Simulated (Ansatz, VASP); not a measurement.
## One calculation of Si, two programs

```
CELL_PARAMETERS angstrom
-3.40421 3.40421 3.27009
3.40421 -3.40421 3.27009
3.40421 3.40421 -3.27009
ATOMIC_POSITIONS crystal
Si 0.20285 0.20285 0.20285
Si 0.50000 0.00000 0.29715
Si 0.29715 0.50000 0.00000
Si 0.00000 0.29715 0.50000
Si 0.79715 0.79715 0.79715
Si 0.50000 0.00000 0.70285
Si 0.70285 0.50000 0.00000
Si 0.00000 0.70285 0.50000
```

Alike in both runs: task single point; functional PBE; k mesh 10 × 10 × 10; occupations gaussian, width 0.15 eV; no spin polarisation.

```csv
,VASP,Ansatz
version,VASP 6.6.1,Ansatz 0.2.0
potentials or method,"VASP PAW PBE potentials, release 64 (Si), cutoff 520 eV","scalar-relativistic, plane waves, PAW"
valence electrons in the cell,32,32
```

|  | VASP | Ansatz | Ansatz less VASP |
| --- | --- | --- | --- |
| gap on the k mesh at the Fermi level (eV) | none | none | - |
| pressure (GPa) | -2.4 | -2.3 | +0.06 |
| traceless stress, the component that is largest in VASP (GPa) | 3.69 | 3.68 | -0.006 |
| rms of the force components (eV/Å) | 0.129 | 0.129 | -0.0001 |

Atom by atom the forces differ by 0.001 eV/Å (rms over components). A gap of «none» marks a metal or a gap that the smearing closes.
